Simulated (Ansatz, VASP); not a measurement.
Sr: VASP beside Ansatz

```xyz
2
Lattice="4.3100 0.0000 0.0000 -2.1550 3.7326 0.0000 0.0000 0.0000 7.0500" Properties=species:S:1:pos:R:3 pbc="T T T"
Sr    0.0000    2.4884    1.7625
Sr    2.1550    1.2442    5.1875
```

Alike in both runs: task single point; functional PBEsol; k mesh 6 × 6 × 3; occupations methfessel-paxton of order 1, width 0.15 eV; no spin polarisation.

```csv
,VASP,Ansatz
version,VASP 6.6.1,Ansatz 0.2.0
potentials or method,"VASP PAW PBE potentials, release 64 (Sr_sv), cutoff 520 eV","plane waves, PAW"
valence electrons in the cell,20,20
```

|  | VASP | Ansatz | Ansatz less VASP |
| --- | --- | --- | --- |
| rms of the force components (eV/Å) | 0.060 | 0.060 | 0.0000 |

VASP's potentials were made for PBE, not for PBEsol. Atom by atom the forces differ by 0.000 eV/Å (rms over components).
